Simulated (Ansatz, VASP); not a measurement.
Pb in VASP and in Ansatz

File INCAR:

```
SYSTEM = Pb
  PREC = Accurate
  ENCUT = 520
  EDIFF = 1E-6
  ISMEAR = 1
  SIGMA = 0.1
  LREAL = .FALSE.
  LASPH = .TRUE.
  NELM = 100
  ALGO = Normal
  ISIF = 2
  LWAVE = .FALSE.
  LCHARG = .FALSE.
  GGA = PE
  NBANDS = 13
```

KPOINTS

```
regular mesh
0
G
  11 11 11
  0 0 0
```

File POSCAR:

```
Pb
1.0
    0.0000000000      2.5175937382      2.5175937382
    2.5175937382      0.0000000000      2.5175937382
    2.5175937382      2.5175937382      0.0000000000
Pb
1
Direct
    0.0000000000      0.0000000000      0.0000000000
```

Input for Ansatz:

```yaml
crystal:
  lattice:
    - [0.0, 2.5175937382, 2.5175937382]
    - [2.5175937382, 0.0, 2.5175937382]
    - [2.5175937382, 2.5175937382, 0.0]
  atoms:
    - { symbol: Pb, position: [0.0, 0.0, 0.0] }
hamiltonian:
  xc: pbe
  pseudopotentials:
    kind: paw
    azcp:
      Pb: "pseudopotentials/Pb.paw.azcp"
basis:
  ecutwfc: 420
  fft_grid_basis: typed
kpoints:
  mp_grid: { grid: [11, 11, 11], shift: [0, 0, 0] }
magnetization:
  spin_polarized: false
scf:
  occupations: { method: cold, width: 0.1 }
  lower_state_search: "off"
output:
  stress: true
```

Alike in both runs: task single point; functional PBE; k mesh 11 × 11 × 11; no spin polarisation.

|  | VASP | Ansatz |
| --- | --- | --- |
| version | VASP 6.6.1 | Ansatz 0.2.0 |
| potentials or method | VASP PAW PBE potentials, release 64 (Pb_d), cutoff 520 eV | plane waves (420 eV) with PAW, scalar-relativistic |
| occupations | methfessel-paxton of order 1, width 0.1 eV | cold, width 0.1 eV |
| valence electrons in the cell | 14 | 14 |

|  | VASP | Ansatz | Ansatz less VASP |
| --- | --- | --- | --- |
| pressure (GPa) | -0.2 | -0.2 | +0.01 |

Spin-orbit coupling is off throughout.
